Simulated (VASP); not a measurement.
## Mg: single point with LDA

Mg:

```
CELL_PARAMETERS angstrom
-1.46174 1.46174 1.47650
1.46174 -1.46174 1.47650
1.46174 1.46174 -1.47650
ATOMIC_POSITIONS crystal
Mg 0.00000 0.00000 0.00000
```

This cell differs from its parent crystal: equal xx and yy strain of -1 %.

```yaml
Program: VASP 6.6.1
Task: single point
Functional: LDA
Potentials_or_basis: VASP PAW LDA potentials, release 64 (Mg)
Cutoff: 520 eV
k_mesh: 19 × 19 × 19
Occupations: fermi-dirac, width 0.03 eV
Spin: no spin polarisation
```

```json
{
  "Pressure": "60.5 GPa",
  "Band gap on the k mesh": "zero (bands 1 and 2 overlap by 4.31 eV)"
}
```

Levels at points of the mesh, in eV from the Fermi level:
| k point | band 1 | band 2 | band 3 | band 4 |
| --- | --- | --- | --- | --- |
| (0.00, 0.00, 0.00) | -9.96 | 17.30 | 17.30 | 17.59 |

Run time: 19 s on 1 thread of Intel(R) Xeon(R) Platinum 8488C (Sapphire Rapids), with other jobs on the host, peak memory 0.16 GiB.

Caveat: the cell differs from its parent crystal (equal xx and yy strain of -1 %); the cell stands under pressure.
